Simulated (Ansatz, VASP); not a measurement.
Zn3GeN in VASP and in Ansatz

```
CELL_PARAMETERS angstrom
4.40459 0.00000 0.00000
0.00000 4.40459 0.00000
0.00000 0.00000 4.40459
ATOMIC_POSITIONS crystal
Zn 0.50000 0.50000 0.00000
Zn 0.50000 0.00000 0.50000
Zn 0.00000 0.50000 0.50000
Ge 0.00000 0.00000 0.00000
N 0.50000 0.50000 0.50000
```

Change from the starting cell: species swapped into the La3AlC type (Pm-3m, No. 221).

Alike in both runs: task single point; functional PBE; k mesh 4 × 4 × 4; occupations gaussian, width 0.1 eV; no spin polarisation.

|  | VASP | Ansatz |
| --- | --- | --- |
| version | VASP 6.6.1 | Ansatz 0.2.0 |
| potentials or method | VASP PAW PBE potentials, release 64 (Zn, Ge_d, N), cutoff 520 eV | scalar-relativistic, plane waves, PAW |
| valence electrons in the cell | 55 | 55 |

VASP gave:

```
gap on the k mesh at the Fermi level (eV) : none
pressure (GPa)                            : -9.0
```

Problem. Estimate Ansatz's values.

Solution. gap on the k mesh at the Fermi level (eV): none; pressure (GPa): -9.2.

A gap of «none» marks a metal or a gap that the smearing closes.
